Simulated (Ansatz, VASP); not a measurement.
## HfB2 in VASP and in Ansatz

```
Hf B
1.0
     3.19486    0.00000    0.00000
    -1.59743    2.76683    0.00000
     0.00000    0.00000    3.54080
Hf B
1 2
Direct
  0.00000 0.00000 0.00000
  0.33333 0.66667 0.50000
  0.66667 0.33333 0.50000
```

Alike in both runs: task single point; functional pbe exchange, lyp correlation; k mesh 11 × 11 × 8; occupations fermi-dirac, width 0.2 eV; no spin polarisation.

```csv
,VASP,Ansatz
version,VASP 6.6.1,Ansatz 0.2.0
potentials or method,"VASP PAW PBE potentials, release 64 (Hf_pv, B), cutoff 500 eV","plane waves, PAW"
valence electrons in the cell,16,32
```

|  | VASP | Ansatz | Ansatz less VASP |
| --- | --- | --- | --- |
| pressure (GPa) | -5.3 | -4.9 | +0.42 |
| traceless stress, the component that is largest in VASP (GPa) | 3.56 | 3.42 | -0.141 |

VASP's potentials were made for PBE, not for pbe exchange, lyp correlation. VASP's potentials hold 16 valence electrons a cell and Ansatz's 32, so a difference there can come from the potentials and not from the codes.

Neither program's run includes spin-orbit coupling.
